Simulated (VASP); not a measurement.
Input of a VASP 6.6.1 run:

INCAR

```
SYSTEM = Sn
PREC = Accurate
ENCUT = 600
EDIFF = 1E-6
ISMEAR = -1
SIGMA = 0.05
LREAL = .FALSE.
LASPH = .TRUE.
NELM = 80
ALGO = Normal
ISIF = 3
LWAVE = .FALSE.
LCHARG = .FALSE.
IBRION = 2
NSW = 60
EDIFFG = -0.005
PSTRESS = 90.0
```

KPOINTS

```
regular mesh
0
G
  15 15 15
  0 0 0
```

File POSCAR:

```
Sn
1.0
   -1.7821776900      1.7821776900      1.7821776900
    1.7821776900     -1.7821776900      1.7821776900
    1.7821776900      1.7821776900     -1.7821776900
Sn
1
Direct
    0.0000000000      0.0000000000      0.0000000000
```

Potentials or basis: VASP PAW LDA potentials, release 64 (Sn_d).

The run is started by

```sh
$ cat potpaw_LDA.64/Sn_d/POTCAR > POTCAR
$ mpirun -np 1 vasp_std > vasp.out
```

**Question.** Predict the relaxed cell.

**Answer.** a = 3.089 Å, b = 3.089 Å, c = 3.089 Å, α = 109.47°, β = 109.47°, γ = 109.47°.

**Question.** Predict the relaxed volume.

**Answer.** 22.68 Å³/atom.

**Question.** What does it give for the space group after relaxing (to 0.1 Å)?

**Answer.** Im-3m (No. 229).

**Question.** Estimate the band gap on the k mesh.

**Answer.** Zero (bands 7 and 8 overlap by 12.72 eV).

Final structure:
```cif
data_structure
_symmetry_space_group_name_H-M 'P 1'
_symmetry_Int_Tables_number 1
_cell_length_a 3.0886
_cell_length_b 3.0886
_cell_length_c 3.0886
_cell_angle_alpha 109.471
_cell_angle_beta 109.471
_cell_angle_gamma 109.471
_cell_volume 22.68
loop_
_atom_site_label
_atom_site_type_symbol
_atom_site_fract_x
_atom_site_fract_y
_atom_site_fract_z
_atom_site_occupancy
Sn1 Sn 0.00000 0.00000 0.00000 1
```

Caveat: the cell is relaxed towards a set pressure, so the run minimises the enthalpy, not the energy; spin-orbit coupling is left out, which moves the levels of the heavy elements.
